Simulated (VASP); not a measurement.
Wanted: the native input for a VASP 6.6.1 run.

```
Task                   : single point
Functional             : r2SCAN
Potentials or basis    : VASP PAW PBE potentials, release 64 (C_h)
Cutoff                 : 910 eV
k mesh                 : 6 × 6 × 6
Occupations            : gaussian, width 0.05 eV
Spin                   : no spin polarisation
Dipole correction      : no
Further INCAR settings : ALGO = Normal; EDIFF = 1e-06; NBANDS = 26
```

C:

```
C
1.0
     3.56028    0.00000    0.00000
     0.00000   -3.56028    0.00000
     0.00000    0.00000   -3.56028
C
8
Direct
  0.50000 0.00000 0.99649
  0.00000 0.50000 0.00000
  0.00000 0.00000 0.50000
  0.50000 0.50000 0.50000
  0.75000 0.75000 0.75000
  0.25000 0.25000 0.75000
  0.25000 0.75000 0.25000
  0.75000 0.25000 0.25000
```

This cell differs from its parent crystal: atom 1 (C) moved +0.013 Å along Cartesian [0 0 1].

One way to write it, as run:

POSCAR

```
C
1.0
    3.5602834153      0.0000000000      0.0000000000
    0.0000000000     -3.5602834153      0.0000000000
    0.0000000000      0.0000000000     -3.5602834153
C
8
Direct
    0.5000000000      0.0000000000     -0.0035109564
    0.0000000000      0.5000000000      0.0000000000
    0.0000000000      0.0000000000      0.5000000000
    0.5000000000      0.5000000000      0.5000000000
    0.7500000000      0.7500000000      0.7500000000
    0.2500000000      0.2500000000      0.7500000000
    0.2500000000      0.7500000000      0.2500000000
    0.7500000000      0.2500000000      0.2500000000
```

INCAR.step1

```
SYSTEM = C
PREC = Accurate ; ENCUT = 910
ISMEAR = 0 ; SIGMA = 0.05
LREAL = .False. ; LASPH = .True.
NELM = 120 ; NBANDS = 26
GGA = PE ; ALGO = Normal
EDIFF = 1E-5 ; LWAVE = .True.
LCHARG = .False. ; GGA_COMPAT = .False.
```

INCAR.step2

```
SYSTEM = C
PREC = Accurate ; ENCUT = 910
EDIFF = 1E-6 ; ISMEAR = 0
SIGMA = 0.05 ; LREAL = .False.
LASPH = .True. ; NELM = 120
ALGO = Normal ; ISIF = 2
LWAVE = .False. ; LCHARG = .False.
METAGGA = R2SCAN ; LMIXTAU = .True.
NBANDS = 26 ; ISTART = 1
GGA_COMPAT = .False.
```

KPOINTS

```
Automatic mesh
0
Gamma
  6 6 6
  0 0 0
```

Potentials or basis: VASP PAW PBE potentials, release 64 (C_h).

Run with:

```bash
$ cat potpaw_PBE.64/C_h/POTCAR > POTCAR
$ cp INCAR.step1 INCAR
$ mpirun -np 1 vasp_std > vasp.out
$ cp INCAR.step2 INCAR
$ mpirun -np 1 vasp_std > vasp.out
```

It gave:

```json
{
 "Pressure": "-0.9 GPa",
 "Largest force": "0.575 eV/Å",
 "Band gap on the k mesh": "4.34 eV"
}
```

Caveat: the cell differs from its parent crystal (atom 1 (C) moved +0.013 Å along Cartesian [0 0 1]); the cutoff is under 1.25 times the usual one of these potentials, so pressure, stress and relaxed cells hold a basis-set (Pulay) error; the PAW data sets were made with another functional, which shifts forces and pressure a little.

Run time: 3.2 min on 1 thread of AMD EPYC 9R45 96-Core Processor (Zen 5), with other jobs on the host, peak memory 0.23 GiB.
